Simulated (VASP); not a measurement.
Hg: relaxation of cell and atoms with r2SCAN

The system is Hg.

```
CELL_PARAMETERS angstrom
0.00000 3.14637 3.14637
3.14637 0.00000 3.14637
3.14637 3.14637 0.00000
ATOMIC_POSITIONS crystal
Hg 0.12500 0.12500 0.12500
Hg 0.87500 0.87500 0.87500
```

```json
{"Program": "VASP 6.6.1", "Task": "relaxation of cell and atoms", "Functional": "r2SCAN", "Potentials or basis": "VASP PAW PBE potentials, release 64 (Hg)", "Cutoff": "600 eV", "k mesh": "9 × 9 × 9", "Occupations": "fermi-dirac, width 0.1 eV", "Spin": "no spin polarisation", "Dipole correction": "no", "Further INCAR settings": "ALGO = Normal; EDIFF = 1e-06; IBRION = 2; EDIFFG = -0.01; NSW = 80; ISIF = 3"}
```

The relaxed volume is 38.99 Å³/atom and the relaxed cell is a = 4.796 Å, b = 4.796 Å, c = 4.796 Å, α = 60.00°, β = 60.00°, γ = 60.00°. The space group after relaxing (to 0.05 Å) is Fd-3m (No. 227). The energy gained by relaxing is 117.5 meV/atom and the ionic steps are 5. The pressure after relaxing is 0.0 GPa and the band gap on the k mesh is zero (band 12 reaches 2.78 eV, above the bottom of band 13 at 0.22 eV).

The path:
```
step  energy change (eV)  largest force (eV/Å)  pressure (GPa)  volume (Å³)
   1              0.0000                0.0000            6.41        62.30
   2             -0.2271                0.0000            0.74        74.21
   3             -0.2335                0.0000           -0.24        79.90
   4             -0.2349                0.0000           -0.06        78.39
   5             -0.2350                0.0000            0.03        77.98
```

Final structure:
```
Hg
1.0
     0.00000    3.39095    3.39095
     3.39095    0.00000    3.39095
     3.39095    3.39095    0.00000
Hg
2
Direct
  0.12500 0.12500 0.12500
  0.87500 0.87500 0.87500
```

Levels at points of the mesh, in eV from the Fermi level:
```
           k point  band 10  band 11  band 12  band 13  band 14  band 15
(0.00, 0.00, 0.00)    -6.72    -6.72     2.37     4.74     4.74     4.74
```

Wall time 9.4 min on 1 thread of Intel Xeon 6975P-C, on a shared host, peak memory 0.25 GiB.

Caveat: the volume moved by over 15 % at a fixed basis, so the end points are rough; the PAW data sets were made with another functional, which shifts forces and pressure a little; spin-orbit coupling is left out, which moves the levels of the heavy elements.
